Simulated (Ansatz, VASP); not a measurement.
# Ag2O: VASP beside Ansatz

```
Ag O
1.0
     4.81206    0.00000    0.00000
     0.00000    4.81206    0.00000
     0.00000    0.00000    4.81206
Ag O
4 2
Direct
  0.75000 0.75000 0.75000
  0.75000 0.25000 0.25000
  0.25000 0.25000 0.75000
  0.25000 0.75000 0.25000
  0.00000 0.00000 0.00000
  0.50000 0.50000 0.50000
```

Alike in both runs: task single point; functional PBE; k mesh 8 × 8 × 8; occupations gaussian, width 0.1 eV; no spin polarisation.

|  | VASP | Ansatz |
| --- | --- | --- |
| version | VASP 6.6.1 | Ansatz 0.2.0 |
| potentials or method | VASP PAW PBE potentials, release 64 (Ag, O), cutoff 600 eV | scalar-relativistic, plane waves, PAW |
| valence electrons in the cell | 56 | 88 |

```csv
,VASP,Ansatz,Ansatz less VASP
gap on the k mesh at the Fermi level (eV),none,none,-
pressure (GPa),-0.1,0.0,+0.15
```

A gap of «none» marks a metal or a gap that the smearing closes. The functional is the same, so the differences come from potentials, cutoffs and numerics. VASP's potentials hold 56 valence electrons a cell and Ansatz's 88, so a difference there can come from the potentials and not from the codes.
